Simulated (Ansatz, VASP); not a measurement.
## One calculation of TiAl3, two programs

```xyz
4
Lattice="-1.9360 1.9360 4.3430 1.9360 -1.9360 4.3430 1.9360 1.9360 -4.3430" Properties=species:S:1:pos:R:3 pbc="T T T"
Ti    0.0000    0.0000    0.0000
Al    0.0000    0.0000    4.3430
Al    0.0000    1.9360    2.1715
Al    1.9360    0.0000    2.1715
```

Alike in both runs: functional RPBE; k mesh 9 × 9 × 9; no spin polarisation.

Ansatz relaxed the structure, and its values are those at the end. VASP's run is a single point on that final structure, the one shown.

```csv
,VASP,Ansatz
version,VASP 6.6.1,Ansatz 0.2.0
potentials or method,"VASP PAW PBE potentials, release 64 (Ti_sv, Al)","plane waves, PAW"
plane-wave cutoff (eV),500,420
occupations,"methfessel-paxton of order 1, width 0.1 eV","cold, width 0.1 eV"
valence electrons in the cell,21,21
```

```csv
,VASP,Ansatz,Ansatz less VASP
pressure (GPa),-0.1,0.0,+0.14
```

VASP's potentials were made for PBE, not for RPBE.
